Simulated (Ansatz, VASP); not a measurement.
One calculation of In3GaSb2N2, two programs

```
CELL_PARAMETERS angstrom
3.46388 0.00000 0.00000
-1.73194 2.99981 0.00000
0.00000 0.00000 15.73365
ATOMIC_POSITIONS crystal
In 0.66667 0.33333 0.66363
In 0.66667 0.33333 0.84548
In 0.00000 0.00000 0.16478
Ga 0.00000 0.00000 0.34937
Sb 0.33333 0.66667 0.50218
Sb 0.33333 0.66667 0.99682
N 0.00000 0.00000 0.75864
N 0.66667 0.33333 0.21911
```

Change from the starting cell: species swapped into the Ti3NbAl2C2 type (P3m1, No. 156).

Alike in both runs: functional PBE; k mesh 4 × 4 × 1; occupations gaussian, width 0.15 eV; no spin polarisation.

Ansatz relaxed the structure, and its values are those at the end. VASP's run is a single point on that final structure, the one shown.

|  | VASP | Ansatz |
| --- | --- | --- |
| version | VASP 6.6.1 | Ansatz 0.2.0 |
| potentials or method | VASP PAW PBE potentials, release 64 (In_d, Ga_d, Sb, N), cutoff 520 eV | scalar-relativistic, plane waves, PAW |
| valence electrons in the cell | 72 | 92 |

|  | VASP | Ansatz | Ansatz less VASP |
| --- | --- | --- | --- |
| gap on the k mesh at the Fermi level (eV) | none | none | - |
| pressure (GPa) | 0.0 | -0.1 | -0.02 |
| rms of the force components (eV/Å) | 0.028 | 0.025 | -0.0026 |

A gap of «none» marks a metal or a gap that the smearing closes. With one functional, cell and mesh, what is left measures potentials, basis and numerics. VASP's potentials hold 72 valence electrons a cell and Ansatz's 92, so a difference there can come from the potentials and not from the codes.

The k mesh is coarse, so the values compare programs but aren't converged. Spin-orbit coupling is off throughout.
